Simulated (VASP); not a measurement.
# MgO (Fm-3m) in VASP: notebook, part 2 of 3

VASP 6.6.1. Earlier steps stand in the parts before.

## 3. Vibrations by perturbation theory, PBEsol

This run uses another cell than the first one, of 7.60 Å³/atom, 0.919 times its volume.

The input, INCAR:

```
  ALGO = Normal
  EDIFF = 1E-8
  ENCUT = 520
  GGA = PS
  IBRION = 8
  ISIF = 2
  ISMEAR = 0
  LASPH = True
  LCHARG = False
  LEPSILON = True
  LREAL = False
  LWAVE = False
  NELM = 60
  NSW = 1
  PREC = Accurate
  SIGMA = 0.01
```

The input, KPOINTS:

```
k-points
0
Gamma
  10 10 10
```

The input, POSCAR:

```
MgO
1.0
    0.0000000000      1.9665173969      1.9665173969
    1.9665173969      0.0000000000      1.9665173969
    1.9665173969      1.9665173969      0.0000000000
Mg O
1 1
Direct
    0.0000000000      0.0000000000      0.0000000000
    0.5000000000      0.5000000000      0.5000000000
```

Potentials or basis: VASP PAW PBE potentials, release 64 (Mg, O).

On the command line:

```bash
cat potpaw_PBE.64/Mg/POTCAR potpaw_PBE.64/O/POTCAR > POTCAR
mpirun -np 1 vasp_std > vasp.out
```

OUTCAR:

```text
EDIFF = 1E-8
   ENCUT = 520
   GGA = PS
   IBRION = 8
   ISIF = 2
   ISMEAR = 0
   LASPH = True
   LEPSILON = True
   LREAL = False
   NELM = 60
   NSW = 1
   PREC = Accurate

 ion  position               nearest neighbor table
   1  0.000  0.000  0.000-   2 1.97   2 1.97   2 1.97   2 1.97   2 1.97   2 1.97
   2  0.500  0.500  0.500-   1 1.97   1 1.97   1 1.97   1 1.97   1 1.97   1 1.97

  LATTYP: Found a face centered cubic cell.
 ALAT       =     3.9330347938

  Lattice vectors:

 A1 = (   0.0000000000,   1.9665173969,   1.9665173969)
 A2 = (   1.9665173969,   0.0000000000,   1.9665173969)
 A3 = (   1.9665173969,   1.9665173969,   0.0000000000)

Analysis of symmetry for initial positions (statically):
=====================================================================
 Subroutine PRICEL returns:
 Original cell was already a primitive cell.

 Routine SETGRP: Setting up the symmetry group for a
 face centered cubic supercell.

 Subroutine GETGRP returns: Found 48 space group operations
 (whereof 48 operations were pure point group operations)
 out of a pool of 48 trial point group operations.

The static configuration has the point symmetry O_h .

Analysis of symmetry for dynamics (positions and initial velocities):
=====================================================================
 Subroutine PRICEL returns:
 Original cell was already a primitive cell.

 Routine SETGRP: Setting up the symmetry group for a
 face centered cubic supercell.

 Subroutine GETGRP returns: Found 48 space group operations
 (whereof 48 operations were pure point group operations)
 out of a pool of 48 trial point group operations.

The dynamic configuration has the point symmetry O_h .

 Subroutine INISYM returns: Found 48 space group operations
 (whereof 48 operations are pure point group operations),
 and found     1 'primitive' translations

----------------------------------------------------------------------------------------

                                     Primitive cell

  volume of cell :      15.2098

  direct lattice vectors                    reciprocal lattice vectors
     0.000000000  1.966517397  1.966517397    -0.254256586  0.254256586  0.254256586
     1.966517397  0.000000000  1.966517397     0.254256586 -0.254256586  0.254256586
     1.966517397  1.966517397  0.000000000     0.254256586  0.254256586 -0.254256586

  length of vectors
     2.781075573  2.781075573  2.781075573     0.440385325  0.440385325  0.440385325

  position of ions in fractional coordinates (direct lattice)
     0.000000000  0.000000000  0.000000000
     0.500000000  0.500000000  0.500000000

  ion indices of the primitive-cell ions
   primitive index   ion index
                 1           1
[... 451 lines left out ...]
    -0.00014  0.00000  0.00000
     0.00000 -0.00014 -0.00000
     0.00000 -0.00000 -0.00018

--------------------------------------- Ionic step        4  -------------------------------------------

------------------------ aborting loop because EDIFF is reached ----------------------------------------

[... ionic steps 5 to 6 ...]

--------------------------------------- Ionic step        7  -------------------------------------------

 Free energy of the ion-electron system (eV)
  ---------------------------------------------------
  ---------------------------------------------------
  free energy    TOTEN  =        -0.35711241 eV

  energy without entropy =       -0.35711241

------------------------ aborting loop because EDIFF is reached ----------------------------------------

 INTERNAL STRAIN TENSOR  FOR ION    2  DIRECTION 1   (eV/Angst):
 -----------------------------------------------------------------------------
    -0.00489  0.00000 -0.00000
    -0.00000  0.00688  0.00000
     0.00000  0.00000  0.00688

 MACROSCOPIC STATIC DIELECTRIC TENSOR (including local field effects in DFT)
 ------------------------------------------------------
           2.970207    -0.000000    -0.000000
           0.000000     2.970207    -0.000000
          -0.000000    -0.000000     2.970207
 ------------------------------------------------------

 PIEZOELECTRIC TENSOR (including local field effects)  for field in x, y, z        (e  Angst)
          XX          YY          ZZ          XY          YZ          ZX
  --------------------------------------------------------------------------------
  x     0.00000     0.00000     0.00000     0.00000     0.00000     0.00000
  y     0.00000     0.00000     0.00000     0.00000     0.00000     0.00000
  z     0.00000     0.00000     0.00000     0.00000     0.00000     0.00000

 PIEZOELECTRIC TENSOR (including local field effects)  for field in x, y, z        (C/m^2)
          XX          YY          ZZ          XY          YZ          ZX
  --------------------------------------------------------------------------------
  x     0.00000     0.00000     0.00000     0.00000     0.00000     0.00000
  y     0.00000     0.00000     0.00000     0.00000     0.00000     0.00000
  z     0.00000     0.00000     0.00000     0.00000     0.00000     0.00000

 BORN EFFECTIVE CHARGES (including local field effects) (in |e|, cummulative output)
 ---------------------------------------------------------------------------------
 ion    1
    1     1.88555    -0.00000     0.00000
    2    -0.00000     1.88555    -0.00000
    3     0.00000     0.00000     1.88555
 ion    2
    1    -1.88555     0.00000    -0.00000
    2     0.00000    -1.88555     0.00000
    3    -0.00000    -0.00000    -1.88555

 INTERNAL STRAIN TENSOR FOR ION    2 for displacements in x,y,z  (eV/Angst):
          X           Y           Z          XY          YZ          ZX
  --------------------------------------------------------------------------------
  x     0.00000     0.00000     0.00000     0.00000     0.00000     0.00000
  y     0.00000     0.00000     0.00000     0.00000     0.00000     0.00000
  z     0.00000     0.00000     0.00000     0.00000     0.00000     0.00000

 SECOND DERIVATIVES (NOT SYMMETRIZED)
 ------------------------------------
               1X          1Y          1Z          2X          2Y          2Z
  1X   -12.601926    0.000000    0.000000   12.601926    0.000000    0.000000
  1Y     0.000000  -12.601926    0.000000    0.000000   12.601926    0.000000
  1Z     0.000000    0.000000  -12.601926    0.000000    0.000000   12.601926
  2X    12.606239    0.000000    0.000000  -12.606239    0.000000    0.000000
  2Y     0.000000   12.606239    0.000000    0.000000  -12.606239    0.000000
  2Z     0.000000    0.000000   12.606239    0.000000    0.000000  -12.606239

 Eigenvectors and eigenvalues of the dynamical matrix
 ----------------------------------------------------

   1 f  =   17.868400 THz   112.270468 2PiTHz  596.025666 cm-1    73.897731 meV
             X         Y         Z           dx          dy          dz
      0.000000  0.000000  0.000000     0.000000    0.629993    0.000000
      1.966517  1.966517  1.966517     0.000000   -0.776601    0.000000
[... 21 lines left out ...]
   6 f/i=    0.001496 THz     0.009398 2PiTHz    0.049894 cm-1     0.006186 meV
             X         Y         Z           dx          dy          dz
      0.000000  0.000000  0.000000     0.000000    0.000000    0.776601
      1.966517  1.966517  1.966517     0.000000    0.000000    0.629993

--------------------------------------------------------------------------------------------------------

 MACROSCOPIC STATIC DIELECTRIC TENSOR IONIC CONTRIBUTION
 ------------------------------------------------------
           3.355901    -0.000000     0.000000
          -0.000000     3.355901    -0.000000
           0.000000    -0.000000     3.355901
 ------------------------------------------------------

 ELASTIC MODULI CONTR FROM IONIC RELAXATION (kBar)
 Direction    XX          YY          ZZ          XY          YZ          ZX
 --------------------------------------------------------------------------------
 XX           0.0000      0.0000      0.0000      0.0000      0.0000      0.0000
 YY           0.0000      0.0000      0.0000      0.0000      0.0000      0.0000
 ZZ           0.0000      0.0000      0.0000      0.0000      0.0000      0.0000
 XY           0.0000      0.0000      0.0000      0.0000      0.0000      0.0000
 YZ           0.0000      0.0000      0.0000      0.0000      0.0000      0.0000
 ZX           0.0000      0.0000      0.0000      0.0000      0.0000      0.0000
 --------------------------------------------------------------------------------

 PIEZOELECTRIC TENSOR IONIC CONTR  for field in x, y, z        (C/m^2)
          XX          YY          ZZ          XY          YZ          ZX
  --------------------------------------------------------------------------------
  x     0.00000     0.00000     0.00000     0.00000     0.00000     0.00000
  y     0.00000     0.00000     0.00000     0.00000     0.00000     0.00000
  z     0.00000     0.00000     0.00000     0.00000     0.00000     0.00000
```

OSZICAR:

```text
N       E                     dE             d eps       ncg     rms          rms(c)
DAV:   1     0.108581759883E+02    0.10858E+02   -0.49941E+03   896   0.904E+02
DAV:   2    -0.133292738373E+02   -0.24187E+02   -0.23105E+02   936   0.142E+02
DAV:   3    -0.135700045937E+02   -0.24073E+00   -0.24073E+00   952   0.156E+01
DAV:   4    -0.135703358026E+02   -0.33121E-03   -0.33121E-03  1024   0.534E-01
[... 131 lines left out ...]
RMM:   7    -0.357111955246E+00    0.73857E-05   -0.14377E-08  2775   0.901E-04    0.138E-04
RMM:   8    -0.357112357474E+00   -0.40223E-06   -0.10104E-08  2612   0.212E-04    0.198E-05
RMM:   9    -0.357112378353E+00   -0.20879E-07   -0.10081E-08  2853   0.910E-05    0.440E-06
RMM:  10    -0.357112407199E+00   -0.28846E-07   -0.10118E-08  2671   0.682E-05    0.227E-07
RMM:  11    -0.357112408136E+00   -0.93661E-09   -0.98022E-09  1747   0.630E-05    0.408E-07
 Linear response finished
```

It took 75 s on 1 thread of Intel Xeon Platinum 8488C (Sapphire Rapids), shared host; peak memory 0.18 GiB.

Results:

- Electronic dielectric tensor (diagonal): 2.97
- Born charges (mean of the diagonal): Mg +1.89; O -1.89 e
- Highest phonon frequency at Γ, LO-TO splitting left out: 596 cm⁻¹

Phonon frequencies in cm⁻¹ (negative: imaginary):
```csv
q point,frequencies
"(0.000, 0.000, 0.000)",0 0 0 596 596 596
```

Electronic dielectric tensor:
```
2.97 0.00 0.00
0.00 2.97 0.00
0.00 0.00 2.97
```

Born effective charge tensors (e):
atom 1, Mg
```
1.89 0.00 0.00
0.00 1.89 0.00
0.00 0.00 1.89
```
atom 2, O
```
-1.89  0.00  0.00
 0.00 -1.89  0.00
 0.00  0.00 -1.89
```

Caveat: the cell wasn't relaxed at this level first, which shifts response properties; the PAW data sets were made with another functional, which shifts forces and pressure a little.

(Part 2 of 3 ends here.)
